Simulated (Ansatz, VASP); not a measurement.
**One calculation of Ga3Se, two programs**

Contents of INCAR:

```
SYSTEM = Ga3Se
PREC = Accurate ; ENCUT = 520
EDIFF = 1E-6 ; ISMEAR = 0
SIGMA = 0.1 ; LREAL = .False.
LASPH = .True. ; NELM = 100
ALGO = Normal ; ISIF = 2
LWAVE = .False. ; LCHARG = .True.
GGA = PS ; LELF = .True.
LVHAR = .True. ; NBANDS = 30
```

File KPOINTS:

```
Automatic mesh
0
Gamma
  1 1 1
  0 0 0
```

File POSCAR:

```
Ga3Se
1.0
    4.4324650000      0.0000000000      0.0000000000
    0.0000000000      4.4324650000      0.0000000000
    0.0000000000      0.0000000000      4.4324650000
Ga Se
3 1
Direct
    0.0000000000      0.5000000000      0.5000000000
    0.5000000000      0.0000000000      0.5000000000
    0.5000000000      0.5000000000      0.0000000000
    0.0000000000      0.0000000000      0.0000000000
```

Input for Ansatz:

```yaml
crystal:
  lattice:
    - [4.432465, 0.0, 0.0]
    - [0.0, 4.432465, 0.0]
    - [0.0, 0.0, 4.432465]
  atoms:
    - { symbol: Ga, position: [0.0, 0.5, 0.5] }
    - { symbol: Ga, position: [0.5, 0.0, 0.5] }
    - { symbol: Ga, position: [0.5, 0.5, 0.0] }
    - { symbol: Se, position: [0.0, 0.0, 0.0] }
basis:
  ecutwfc: 420
kpoints:
  mp_grid: { grid: [1, 1, 1] }
hamiltonian:
  xc: pbesol
scf:
  occupations: { method: gaussian, width: 0.1 }
output:
  forces: true
  stress: true
  eigenvalues: true
```

Alike in both runs: task single point; functional PBEsol; k mesh 1 × 1 × 1; occupations gaussian, width 0.1 eV; no spin polarisation.

|  | VASP | Ansatz |
| --- | --- | --- |
| version | VASP 6.6.1 | Ansatz 0.2.0 |
| potentials or method | VASP PAW PBE potentials, release 64 (Ga_d, Se), cutoff 520 eV | scalar-relativistic, plane waves, PAW |
| valence electrons in the cell | 45 | 55 |

```csv
,VASP,Ansatz,Ansatz less VASP
pressure (GPa),4.5,4.4,-0.07
```

VASP's potentials were made for PBE, not for PBEsol. With one functional, cell and mesh, what is left measures potentials, basis and numerics. VASP's potentials hold 45 valence electrons a cell and Ansatz's 55, so a difference there can come from the potentials and not from the codes.

The k mesh is coarse, so the values compare programs but aren't converged.
